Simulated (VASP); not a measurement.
SiC: single point with LDA

Crystal: SiC.

```
Si C
1.0
     2.84540    0.00000    0.00000
    -1.42270    2.46419    0.00000
     0.00000    0.00000    4.86108
Si C
2 2
Direct
  0.33333 0.66667 0.00816
  0.66667 0.33333 0.50816
  0.33333 0.66667 0.37684
  0.66667 0.33333 0.87684
```

This cell differs from its parent crystal: volume 8.521 Å^3 an atom, c/a of the conventional cell 1.7084.

```
Program             : VASP 6.6.1
Task                : single point
Functional          : LDA
Potentials or basis : VASP PAW LDA potentials, release 64 (Si, C)
Cutoff              : 520 eV
k mesh              : 12 × 12 × 6
Occupations         : gaussian, width 0.05 eV
Spin                : no spin polarisation
```

```
Pressure               : 56.6 GPa
Band gap on the k mesh : 1.31 eV, indirect (least direct gap 4.54 eV)
```

Forces on the atoms (eV/Å):
```
Si   0.000  0.000  0.002
Si   0.000  0.000  0.002
C    0.000  0.000 -0.002
C    0.000  0.000 -0.002
```

Stress tensor (GPa, compression positive):
```
65.49  0.00  0.00
 0.00 65.49  0.00
 0.00  0.00 38.91
```

Levels at points of the mesh, in eV from the valence-band top:
| k point | band 4 | band 5 | band 6 | band 7 | band 8 | band 9 | band 10 | band 11 | band 12 | band 13 |
| --- | --- | --- | --- | --- | --- | --- | --- | --- | --- | --- |
| (0.00, 0.00, 0.00) | -1.21 | -1.21 | -0.77 | 0.00 | 0.00 | 6.83 | 6.99 | 8.02 | 8.02 | 9.70 |
| (0.50, 0.00, 0.00) | -7.16 | -6.38 | -4.19 | -3.59 | -1.36 | 3.18 | 3.71 | 7.69 | 8.24 | 10.60 |
| (0.00, 0.00, 0.50) | -5.49 | -0.64 | -0.64 | -0.64 | -0.64 | 7.76 | 7.76 | 8.56 | 8.56 | 8.56 |
| (0.50, 0.00, 0.50) | -9.40 | -3.01 | -3.01 | -2.67 | -2.67 | 3.18 | 3.18 | 5.82 | 5.82 | 11.28 |

It took 87 s on 1 thread of AMD EPYC 7R13 (shared host), peak memory 0.12 GiB.

 A k mesh can miss the band edges.
